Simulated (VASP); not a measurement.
# TaN (P6/mmm) in VASP: a series of runs, part 2 of 2

VASP 6.6.1. Earlier steps stand in the parts before.

## Step 6: Single point, RPBE

INCAR

```
SYSTEM = TaN
PREC = Accurate
ENCUT = 600
EDIFF = 1E-6
ISMEAR = 1
SIGMA = 0.025
LREAL = .FALSE.
LASPH = .TRUE.
NELM = 120
ALGO = Normal
ISIF = 2
LWAVE = .FALSE.
LCHARG = .FALSE.
GGA = RP
NBANDS = 33
GGA_COMPAT = .FALSE.
```

KPOINTS

```
Automatic mesh
0
G
  3 3 4
  0 0 0
```

POSCAR

```
TaN
1.0
    5.1910000000      0.0000000000      0.0000000000
   -2.5955000000      4.4955378710      0.0000000000
    0.0000000000      0.0000000000      2.9080000000
Ta N
3 3
Direct
    0.0000000000      0.0000000000      0.0000000000
    0.3333333333      0.6666666667      0.5000000000
    0.6666666667      0.3333333333      0.5000000000
    0.5000000000      0.0000000000      0.0000000000
    0.0000000000      0.5000000000      0.0000000000
    0.5000000000      0.5000000000      0.0000000000
```

Potentials or basis: VASP PAW PBE potentials, release 64 (Ta_pv, N).

The run is started by

```console
cat potpaw_PBE.64/Ta_pv/POTCAR potpaw_PBE.64/N/POTCAR > POTCAR
mpirun -np 1 vasp_std > vasp.out
```

OUTCAR:

```text
SYSTEM = TaN
   PREC = Accurate
   ENCUT = 600
   EDIFF = 1E-6
   ISMEAR = 1
   LREAL = .FALSE.
   LASPH = .TRUE.
   NELM = 120
   ISIF = 2
   GGA = RP

 ion  position               nearest neighbor table
   1  0.000  0.000  0.000-   5 2.60   6 2.60   5 2.60   6 2.60   4 2.60   4 2.60   3 3.33   3 3.33
                             2 3.33   2 3.33   2 3.33   3 3.33   2 3.33   3 3.33   2 3.33   3 3.33
   2  0.333  0.667  0.500-   4 2.09   4 2.09   5 2.09   5 2.09   6 2.09   6 2.09   3 3.00   3 3.00
                             3 3.00   1 3.33   1 3.33   1 3.33   1 3.33   1 3.33   1 3.33
   3  0.667  0.333  0.500-   4 2.09   4 2.09   5 2.09   5 2.09   6 2.09   6 2.09   2 3.00   2 3.00
                             2 3.00   1 3.33   1 3.33   1 3.33   1 3.33   1 3.33   1 3.33
   4  0.500  0.000  0.000-   2 2.09   3 2.09   2 2.09   3 2.09   1 2.60   1 2.60
   5  0.000  0.500  0.000-   2 2.09   3 2.09   2 2.09   3 2.09   1 2.60   1 2.60
   6  0.500  0.500  0.000-   2 2.09   3 2.09   2 2.09   3 2.09   1 2.60   1 2.60

  LATTYP: Found a hexagonal cell.
 ALAT       =     5.1910000000
 C/A-ratio  =     0.5602003468

  Lattice vectors:

 A1 = (   5.1910000000,   0.0000000000,   0.0000000000)
 A2 = (  -2.5955000000,   4.4955378710,   0.0000000000)
[... 173 lines left out ...]
 fundamental gap:      0.3093858086
 Fermi energy:         7.8584393892

 k-point     1 :       0.0000    0.0000    0.0000
  band No.  band energies     occupation
      1     -28.0061      2.00000
      2     -28.0061      2.00000
      3     -27.6154      2.00000
      4     -27.6154      2.00000
      5     -27.4235      2.00000
      6     -27.2906      2.00000
[... 313 lines left out ...]
     32      12.4555      0.00000
     33      14.8011      0.00000

------------------------ aborting loop because EDIFF is reached ----------------------------------------

  FORCE on cell =-STRESS in cart. coord.  units (eV):
  Direction    XX          YY          ZZ          XY          YZ          ZX
  --------------------------------------------------------------------------------------
  -------------------------------------------------------------------------------------
  Total        5.1538415      5.1538415      8.5216974      0.0000000      0.0000000      0.0000000
  in kB      121.6786959    121.6786959    201.1914876      0.0000000      0.0000000      0.0000000
  external PRESSURE =     148.1829598 kB  Pullay stress =       0.0000000 kB

 VOLUME and BASIS-vectors are now :
 -----------------------------------------------------------------------------
  energy-cutoff  :      600.00
  volume of cell :       67.86
      direct lattice vectors                 reciprocal lattice vectors
     5.191000000  0.000000000  0.000000000     0.192641110  0.111221396  0.000000000
    -2.595500000  4.495537871  0.000000000     0.000000000  0.222442793  0.000000000
     0.000000000  0.000000000  2.908000000     0.000000000  0.000000000  0.343878955

 POSITION                                       TOTAL-FORCE (eV/Angst)
 -----------------------------------------------------------------------------------
      0.00000      0.00000      0.00000        -0.000000      0.000000     -0.000000
     -0.00000      2.99703      1.45400         0.000000     -0.000000      0.000000
      2.59550      1.49851      1.45400        -0.000000      0.000000     -0.000000
      2.59550      0.00000      0.00000        -0.000000      0.000000     -0.000000
     -1.29775      2.24777      0.00000         0.000000      0.000000     -0.000000
      1.29775      2.24777      0.00000         0.000000      0.000000     -0.000000
 -----------------------------------------------------------------------------------
    total drift:                                0.000000      0.000000     -0.000000

  FREE ENERGIE OF THE ION-ELECTRON SYSTEM (eV)
  ---------------------------------------------------
  free  energy   TOTEN  =       -61.5303435855 eV

  energy  without entropy=      -61.5307271390  energy(sigma->0) =      -61.53047144
```

Run time: 22 s. Hardware: 1 thread of Intel Xeon Platinum 8488C (Sapphire Rapids), shared host; peak memory 0.19 GiB.

What came out:

- Free energy: -61.5303 eV
- Pressure: 14.8 GPa
- Band gap on the k mesh: zero (bands 24 and 25 overlap by 2.13 eV)

Stress tensor (GPa, compression positive):
```
12.17  0.00  0.00
 0.00 12.17  0.00
 0.00  0.00 20.12
```

Levels at points of the mesh, in eV from the Fermi level:
| k point | band 21 | band 22 | band 23 | band 24 | band 25 | band 26 | band 27 | band 28 |
| --- | --- | --- | --- | --- | --- | --- | --- | --- |
| (0.00, 0.00, 0.00) | -2.58 | -2.03 | -1.61 | -0.79 | -0.79 | 1.26 | 1.26 | 1.74 |
| (0.00, 0.00, 0.50) | -2.66 | -2.66 | -1.45 | 1.34 | 1.34 | 1.91 | 2.30 | 2.97 |

Caveat: the k points lie up to 0.54 Å⁻¹ apart, too coarse for converged energies and pressures of a metal; the PAW data sets were made with another functional, which shifts forces and pressure a little; spin-orbit coupling is left out, which moves the levels of the heavy elements.

## Step 7: The runs side by side

| smearing | gap on the mesh (eV) | pressure (GPa) |
| --- | --- | --- |
| methfessel-paxton 0.25 eV | none | 14.8 |
| methfessel-paxton 0.15 eV | none | 14.8 |
| methfessel-paxton 0.1 eV | none | 14.8 |
| methfessel-paxton 0.0402 eV | none | 14.8 |
| methfessel-paxton 0.025 eV | none | 14.8 |

Alike in all rows: task single point; level RPBE; potentials or basis VASP PAW PBE potentials, release 64 (Ta_pv, N); no spin polarisation; cell as given; k mesh 3 × 3 × 4; cutoff (eV) 600.

Caveats: all runs use coarse meshes; the PAW data sets were made with another functional, which shifts forces and pressure a little; spin-orbit coupling is left out, which moves the levels of the heavy elements; so wide a smearing shifts energies and pressures (at least some runs).

Absolute energies hang on the potentials; compare differences alone.

The gap in the log of VASP goes by the Fermi energy; the results here count the filled bands.